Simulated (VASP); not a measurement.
A run of VASP 6.6.1:

Contents of INCAR:

```
SYSTEM = Bi
ALGO = Normal
EDIFF = 1E-6
ENCUT = 520
GGA = PS
ISIF = 2
ISMEAR = -1
LASPH = .TRUE.
LCHARG = .TRUE.
LELF = .TRUE.
LREAL = .FALSE.
LVHAR = .TRUE.
LWAVE = .FALSE.
NBANDS = 22
NELM = 80
PREC = Accurate
SIGMA = 0.03
```

KPOINTS

```
k-points
0
G
  10 10 10
  0 0 0
```

Contents of POSCAR:

```
Bi
1.0
    2.3175796175      1.3380552160      4.0315490999
   -2.3175796175      1.3380552160      4.0315490999
    0.0000000000     -2.6761104319      4.0315490999
Bi
2
Direct
    0.2338900000      0.2338900000      0.2338900000
    0.7661100000      0.7661100000      0.7661100000
```

Potentials or basis: VASP PAW PBE potentials, release 64 (Bi_d).

Launch:

```bash
$ cat potpaw_PBE.64/Bi_d/POTCAR > POTCAR
$ mpirun -np 1 vasp_std > vasp.out
```

Hardware: 1 thread of Intel(R) Xeon(R) Platinum 8259CL CPU @ 2.50GHz (Skylake/Cascade Lake), with other jobs on the host.

Task: Estimate the wall time of this run.

Result: Wall time 95 s on 1 thread of Intel(R) Xeon(R) Platinum 8259CL CPU @ 2.50GHz (Skylake/Cascade Lake), on a shared host, peak memory 0.29 GiB. Counts: scf iterations 10, k points 116.
